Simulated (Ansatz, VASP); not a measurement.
**RbBaSi2: VASP beside Ansatz**

```
Rb Ba Si
1.0
     5.33454    0.00000    0.00000
    -2.66727    4.61985    0.00000
     0.00000    0.00000    7.63181
Rb Ba Si
1 1 2
Direct
  0.00000 0.00000 0.00000
  0.00000 0.00000 0.50000
  0.33333 0.66667 0.50000
  0.66667 0.33333 0.50000
```

Alike in both runs: functional PBE; k mesh 6 × 6 × 4; occupations gaussian, width 0.1 eV; no spin polarisation.

Ansatz relaxed the structure, and its values are those at the end. VASP's run is a single point on that final structure, the one shown.

```csv
,VASP,Ansatz
version,VASP 6.6.1,Ansatz 0.2.0
potentials or method,"VASP PAW PBE potentials, release 64 (Rb_sv, Ba_sv, Si), cutoff 520 eV","scalar-relativistic, plane waves, PAW"
valence electrons in the cell,27,27
```

```tsv
	VASP	Ansatz	Ansatz less VASP
gap on the k mesh at the Fermi level (eV)	none	none	-
pressure (GPa)	0.5	0.1	-0.35
```

A gap of «none» marks a metal or a gap that the smearing closes.

Neither program's run includes spin-orbit coupling.
